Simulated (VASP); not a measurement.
Here is a VASP 6.6.1 calculation.

The input INCAR:

```
SYSTEM = TiCo
  PREC = Accurate
  ENCUT = 520
  EDIFF = 1E-6
  ISMEAR = 0
  SIGMA = 0.15
  LREAL = .FALSE.
  LASPH = .TRUE.
  NELM = 150
  ALGO = Normal
  ISIF = 2
  LWAVE = .FALSE.
  LCHARG = .FALSE.
  ISPIN = 2
  MAGMOM = 0 0.4
  LORBIT = 11
  LMAXMIX = 4
  GGA = PS
  NBANDS = 22
```

KPOINTS

```
regular mesh
0
G
  16 16 16
  0 0 0
```

Contents of POSCAR:

```
TiCo
1.0
    2.9861109900      0.0000000000      0.0000000000
    0.0000000000      2.9861109900      0.0000000000
    0.0000000000      0.0000000000      2.9861109900
Ti Co
1 1
Direct
    0.0000000000      0.0000000000      0.0083720934
    0.5000000000      0.5000000000      0.5000000000
```

Potentials or basis: VASP PAW PBE potentials, release 64 (Ti_sv, Co).

Command:

```console
$ cat potpaw_PBE.64/Ti_sv/POTCAR potpaw_PBE.64/Co/POTCAR > POTCAR
$ mpirun -np 1 vasp_std > vasp.out
```

**Question.** Predict the largest force.

**Answer.** 0.095 eV/Å.

**Question.** What does it give for the net moment?

**Answer.** 0.00 μB per cell.

Forces in eV/Å, atoms in the order of the input:
```
Ti   0.000  0.000 -0.095
Co   0.000  0.000  0.095
```

Caveat: the cell differs from its parent crystal (all Ti atoms moved +0.025 Å, as atom 1 along Cartesian [0 0 1]); the PAW data sets were made with another functional, which shifts forces and pressure a little.
